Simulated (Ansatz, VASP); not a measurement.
# Two plane-wave programs on Sr2TlO6

```xyz
9
Lattice="0.0000 4.0320 4.0320 4.0320 0.0000 4.0320 4.0320 4.0320 0.0000" Properties=species:S:1:pos:R:3 pbc="T T T"
Sr    2.0160    2.0160    2.0160
Sr    6.0480    6.0480    6.0480
Tl    0.0000    0.0000    0.0000
O     2.0554    4.0320    4.0320
O     4.0320    2.0554    4.0320
O     6.0085    4.0320    4.0320
O     4.0320    6.0085    4.0320
O     4.0320    4.0320    2.0554
O     4.0320    4.0320    6.0085
```

Change from the starting cell: species swapped into the Rb2SnCl6 type (Fm-3m, No. 225).

Alike in both runs: functional PBE; k mesh 8 × 8 × 8; occupations gaussian, width 0.1 eV; no spin polarisation.

Ansatz relaxed the structure, and its values are those at the end. VASP's run is a single point on that final structure, the one shown.

|  | VASP | Ansatz |
| --- | --- | --- |
| version | VASP 6.6.1 | Ansatz 0.2.0 |
| potentials or method | VASP PAW PBE potentials, release 64 (Sr_sv, Tl_d, O), cutoff 520 eV | scalar-relativistic, plane waves, PAW |
| valence electrons in the cell | 69 | 69 |

```tsv
	VASP	Ansatz	Ansatz less VASP
gap on the k mesh at the Fermi level (eV)	none	none	-
pressure (GPa)	0.4	0.0	-0.39
rms of the force components (eV/Å)	0.029	0.000	-0.0292
```

A gap of «none» marks a metal or a gap that the smearing closes.

Spin-orbit coupling is off throughout.
